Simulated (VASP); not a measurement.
# AlN in VASP: a series of runs, part 2 of 2

VASP 6.6.1.

### 4 Single point, PBE (mode 4 frozen in at -0.147 Å and mode 5 at +0.000 Å (largest displacements))

The input, INCAR:

```
SYSTEM = AlN
PREC = Accurate
ENCUT = 520
EDIFF = 1E-7
ISMEAR = 0
SIGMA = 0.05
LREAL = .False.
LASPH = .True.
NELM = 100
ALGO = Normal
ISIF = 2
LWAVE = .False.
LCHARG = .True.
GGA = PE
LELF = .True.
LVHAR = .True.
NBANDS = 26
```

The input, KPOINTS:

```
regular mesh
0
Gamma
  8 6 4
  0 0 0
```

The input, POSCAR:

```
AlN
1.0
   -3.3134793387      0.0000000000      0.0000000000
    0.0000000000      0.0000000000     -4.1875902400
    0.0000000000     -5.7391145645      0.0000000000
Al N
4 4
Direct
    0.5444246017      0.2500000000      0.1666666667
   -0.0444246017      0.2500000000      0.6666666667
    0.0444246017      0.7500000000      0.3333333333
    0.4555753983      0.7500000000      0.8333333333
    0.5428032807      0.7500000000      0.1666666667
   -0.0428032807      0.7500000000      0.6666666667
    0.0428032807      0.2500000000      0.3333333333
    0.4571967193      0.2500000000      0.8333333333
```

Potentials or basis: VASP PAW PBE potentials, release 64 (Al, N).

Launch:

```
$ cat potpaw_PBE.64/Al/POTCAR potpaw_PBE.64/N/POTCAR > POTCAR
$ mpirun -np 1 vasp_std > vasp.out
```

OUTCAR:

```text
SYSTEM = AlN
   PREC = Accurate
   ENCUT = 520
   EDIFF = 1E-7
   ISMEAR = 0
   LREAL = .False.
   LASPH = .True.
   NELM = 100
   ISIF = 2
   GGA = PE

 ion  position               nearest neighbor table
   1  0.544  0.250  0.167-   7 1.91   7 1.92   8 1.93   5 2.09   5 2.09   3 2.84   3 2.84   3 2.84
                             3 2.84   4 2.85   4 2.85   2 3.18   2 3.18
   2  0.956  0.250  0.667-   8 1.91   8 1.92   7 1.93   6 2.09   6 2.09   4 2.84   4 2.84   4 2.84
                             4 2.84   3 2.85   3 2.85   1 3.18   1 3.18
   3  0.044  0.750  0.333-   5 1.91   5 1.92   6 1.93   7 2.09   7 2.09   1 2.84   1 2.84   1 2.84
                             1 2.84   2 2.85   2 2.85   4 3.18   4 3.18
   4  0.456  0.750  0.833-   6 1.91   6 1.92   5 1.93   8 2.09   8 2.09   2 2.84   2 2.84   2 2.84
                             2 2.84   1 2.85   1 2.85   3 3.18   3 3.18
   5  0.543  0.750  0.167-   3 1.91   3 1.92   4 1.93   1 2.09   1 2.09
   6  0.957  0.750  0.667-   4 1.91   4 1.92   3 1.93   2 2.09   2 2.09
   7  0.043  0.250  0.333-   1 1.91   1 1.92   2 1.93   3 2.09   3 2.09
   8  0.457  0.250  0.833-   2 1.91   2 1.92   1 1.93   4 2.09   4 2.09

  LATTYP: Found a simple orthorhombic cell.
 ALAT       =     3.3134793387
 B/A-ratio  =     1.2638045426
 C/A-ratio  =     1.7320508076

  Lattice vectors:
[... 198 lines left out ...]
 fundamental gap:      3.1866799887
 Fermi energy:         8.1964426608

 k-point     1 :       0.0000    0.0000    0.0000
  band No.  band energies     occupation
      1      -8.8093      2.00000
      2      -6.9676      2.00000
      3      -5.7742      2.00000
      4      -5.1982      2.00000
      5       1.1099      2.00000
      6       1.4938      2.00000
[... 685 lines left out ...]
     25      17.7673      0.00000
     26      18.2743      0.00000

 [... further k-points ...]
[... 5 lines left out ...]
  --------------------------------------------------------------------------------------
  -------------------------------------------------------------------------------------
  Total       -0.7819299     -0.3738686     -0.7669392      0.0000000      0.0000000     -0.0000000
  in kB      -15.7320406     -7.5220509    -15.4304346      0.0000000      0.0000000     -0.0000000
  external PRESSURE =     -12.8948420 kB  Pullay stress =       0.0000000 kB

 VOLUME and BASIS-vectors are now :
 -----------------------------------------------------------------------------
  energy-cutoff  :      520.00
  volume of cell :       79.63
      direct lattice vectors                 reciprocal lattice vectors
    -3.313479339  0.000000000  0.000000000    -0.301797566  0.000000000  0.000000000
     0.000000000  0.000000000 -4.187590240     0.000000000  0.000000000 -0.238800824
     0.000000000 -5.739114565  0.000000000     0.000000000 -0.174242906  0.000000000

 POSITION                                       TOTAL-FORCE (eV/Angst)
 -----------------------------------------------------------------------------------
     -1.80394     -0.95652     -1.04690         0.453328      0.177220     -0.000000
     -3.16628     -3.82608     -1.04690        -0.453328      0.177220      0.000000
     -0.14720     -1.91304     -3.14069         0.453328     -0.177220      0.000000
     -1.50954     -4.78260     -3.14069        -0.453328     -0.177220     -0.000000
     -1.79857     -0.95652     -3.14069         0.238497      0.217653     -0.000000
     -3.17165     -3.82608     -3.14069        -0.238497      0.217653     -0.000000
     -0.14183     -1.91304     -1.04690         0.238497     -0.217653      0.000000
     -1.51491     -4.78260     -1.04690        -0.238497     -0.217653     -0.000000
 -----------------------------------------------------------------------------------
    total drift:                               -0.000000      0.000000     -0.000000

  FREE ENERGIE OF THE ION-ELECTRON SYSTEM (eV)
  ---------------------------------------------------
  free  energy   TOTEN  =       -58.4397748936 eV

  energy  without entropy=      -58.4397748936  energy(sigma->0) =      -58.43977489
```

stdout:

```text
POSCAR found type information on POSCAR AlN
 POSCAR found :  2 types and       8 ions
 scaLAPACK will be used
 LDA part: xc-table for (Slater+PW92), standard interpolation
 POSCAR, INCAR and KPOINTS ok, starting setup
 FFT: planning ... GRIDC
 FFT: planning ... GRID_SOFT
 FFT: planning ... GRID
 WAVECAR not read
 entering main loop
```

Run time: 72 s. Hardware: 1 thread of Intel Xeon Platinum 8488C (Sapphire Rapids), shared host; peak memory 0.24 GiB.

What came out:

```yaml
Free_energy: -58.4398 eV
Pressure: -1.3 GPa
Largest_force: 0.487 eV/Å
Band_gap_on_the_k_mesh: 3.19 eV, direct
```

Forces on the atoms (eV/Å):
```
Al   0.453  0.177  0.000
Al  -0.453  0.177  0.000
Al   0.453 -0.177  0.000
Al  -0.453 -0.177  0.000
N    0.238  0.218  0.000
N   -0.238  0.218  0.000
N    0.238 -0.218  0.000
N   -0.238 -0.218  0.000
```

Stress tensor (GPa, compression positive):
```
-1.57  0.00  0.00
 0.00 -0.75  0.00
 0.00  0.00 -1.54
```

Caveat: the cell differs from its parent crystal (mode 4 frozen in at -0.147 Å and mode 5 at +0.000 Å (largest displacements)).

### 5 Single point, PBE (mode 4 frozen in at -0.184 Å and mode 5 at -0.062 Å (largest displacements))

The input, INCAR:

```
ALGO     = Normal         # electronic algorithm
EDIFF    = 1E-6           # SCF threshold, eV
ENCUT    = 520            # plane-wave cutoff, eV
GGA      = PE             # functional
ISIF     = 2              # what is computed and relaxed
ISMEAR   = 0              # smearing method
LASPH    = True           # aspherical terms in the spheres
LCHARG   = False          # write CHGCAR
LREAL    = False          # projectors in reciprocal space
LWAVE    = False          # write WAVECAR
NBANDS   = 26             # bands
NELM     = 80             # most SCF steps
PREC     = Accurate       # precision mode
SIGMA    = 0.05           # smearing width, eV
```

The input, KPOINTS:

```
k-points
0
Gamma
  8 6 4
```

The input, POSCAR:

```
AlN
1.0
   -3.3134793387      0.0000000000      0.0000000000
    0.0000000000      0.0000000000     -4.1875902400
    0.0000000000     -5.7391145645      0.0000000000
Al N
4 4
Direct
    0.5555307522      0.2423139018      0.1666666667
   -0.0555307522      0.2423139018      0.6666666667
    0.0555307522      0.7423139018      0.3333333333
    0.4444692478      0.7423139018      0.8333333333
    0.5535041009      0.7648056511      0.1666666667
   -0.0535041009      0.7648056511      0.6666666667
    0.0535041009      0.2648056511      0.3333333333
    0.4464958991      0.2648056511      0.8333333333
```

Launch:

```
$ cat potpaw_PBE.64/Al/POTCAR potpaw_PBE.64/N/POTCAR > POTCAR
$ mpirun -np 1 vasp_std > vasp.out
```

Run time: 54 s. Hardware: 1 thread of Intel Xeon 6975P-C (Granite Rapids), shared host; peak memory 0.24 GiB.

It converged, with:

- Free energy: -58.2951 eV
- Pressure: -1.1 GPa
- Largest force: 0.653 eV/Å
- Band gap on the k mesh: 3.19 eV, direct

Forces in eV/Å, atoms in the order of the input:
```
Al   0.570  0.258 -0.184
Al  -0.570  0.258 -0.184
Al   0.570 -0.258 -0.184
Al  -0.570 -0.258 -0.184
N    0.312  0.321  0.184
N   -0.312  0.321  0.184
N    0.312 -0.321  0.184
N   -0.312 -0.321  0.184
```

Stress tensor (GPa, compression positive):
```
-2.92  0.00  0.00
 0.00 -1.35  0.00
 0.00  0.00  0.99
```

Levels at points of the mesh, in eV from the valence-band top:
```tsv
k point	band 14	band 15	band 16	band 17	band 18	band 19
(0.00, 0.00, 0.00)	-1.33	-1.28	0.00	3.19	4.08	4.20
(0.50, 0.00, 0.00)	-2.58	-1.98	-1.98	5.51	5.51	6.00
(0.00, 0.50, 0.00)	-2.14	-1.62	-1.62	4.87	4.87	5.52
(0.50, 0.50, 0.00)	-1.02	-0.80	-0.80	5.58	5.58	6.70
(0.00, 0.00, 0.50)	-1.32	-1.00	-1.00	4.58	4.58	5.80
(0.50, 0.00, 0.50)	-2.81	-1.34	-1.34	3.93	3.93	6.94
(0.00, 0.50, 0.50)	-1.73	-1.73	-1.73	5.26	5.26	5.26
(0.50, 0.50, 0.50)	-1.64	-1.61	-1.61	5.10	5.10	5.11
```

Caveat: the cell differs from its parent crystal (mode 4 frozen in at -0.184 Å and mode 5 at -0.062 Å (largest displacements)).

### 6 Single point, PBE (mode 4 frozen in at -0.110 Å and mode 5 at -0.062 Å (largest displacements))

The input, INCAR:

```
PREC     = Accurate       # precision mode
ENCUT    = 520            # plane-wave cutoff, eV
EDIFF    = 1E-6           # SCF threshold, eV
ISMEAR   = 0              # smearing method
SIGMA    = 0.05           # smearing width, eV
LREAL    = False          # projectors in reciprocal space
LASPH    = True           # aspherical terms in the spheres
NELM     = 60             # most SCF steps
ALGO     = Normal         # electronic algorithm
ISIF     = 2              # what is computed and relaxed
LWAVE    = False          # write WAVECAR
LCHARG   = False          # write CHGCAR
GGA      = PE             # functional
NBANDS   = 26             # bands
```

The input, KPOINTS:

```
Automatic mesh
0
Gamma
  8 6 4
```

The input, POSCAR:

```
AlN
1.0
   -3.3134793387      0.0000000000      0.0000000000
    0.0000000000      0.0000000000     -4.1875902400
    0.0000000000     -5.7391145645      0.0000000000
Al N
4 4
Direct
    0.5333184513      0.2423139018      0.1666666667
   -0.0333184513      0.2423139018      0.6666666667
    0.0333184513      0.7423139018      0.3333333333
    0.4666815487      0.7423139018      0.8333333333
    0.5321024605      0.7648056511      0.1666666667
   -0.0321024605      0.7648056511      0.6666666667
    0.0321024605      0.2648056511      0.3333333333
    0.4678975395      0.2648056511      0.8333333333
```

Potentials or basis: VASP PAW PBE potentials, release 64 (Al, N).

Launch:

```
$ cat potpaw_PBE.64/Al/POTCAR potpaw_PBE.64/N/POTCAR > POTCAR
$ mpirun -np 1 vasp_std > vasp.out
```

Run time: 56 s. Hardware: 1 thread of Intel Xeon 6975P-C (Granite Rapids), shared host; peak memory 0.24 GiB.

The run converged. Its results:

| Item | Value |
| --- | --- |
| Free energy | -58.4980 eV |
| Pressure | -0.1 GPa |
| Largest force | 0.395 eV/Å |
| Band gap on the k mesh | 3.26 eV, direct |

Forces on the atoms (eV/Å):
```
Al   0.339  0.101 -0.176
Al  -0.339  0.101 -0.176
Al   0.339 -0.101 -0.176
Al  -0.339 -0.101 -0.176
N    0.178  0.124  0.176
N   -0.178  0.124  0.176
N    0.178 -0.124  0.176
N   -0.178 -0.124  0.176
```

Stress tensor (GPa, compression positive):
```
-1.51  0.00  0.00
 0.00 -1.08  0.00
 0.00  0.00  2.39
```

Levels at points of the mesh, in eV from the valence-band top:
```
           k point  band 14  band 15  band 16  band 17  band 18  band 19
(0.00, 0.00, 0.00)    -1.47    -1.36     0.00     3.26     3.98     4.34
(0.50, 0.00, 0.00)    -2.59    -2.09    -2.09     5.66     5.66     5.97
(0.00, 0.50, 0.00)    -2.32    -1.67    -1.67     5.00     5.00     5.61
(0.50, 0.50, 0.00)    -1.04    -0.91    -0.91     5.80     5.80     6.50
(0.00, 0.00, 0.50)    -1.36    -1.05    -1.05     4.71     4.71     5.98
(0.50, 0.00, 0.50)    -2.82    -1.38    -1.38     3.92     3.92     7.00
(0.00, 0.50, 0.50)    -1.80    -1.80    -1.80     5.35     5.35     5.35
(0.50, 0.50, 0.50)    -1.68    -1.66    -1.66     5.10     5.10     5.10
```

Caveat: the cell differs from its parent crystal (mode 4 frozen in at -0.110 Å and mode 5 at -0.062 Å (largest displacements)).
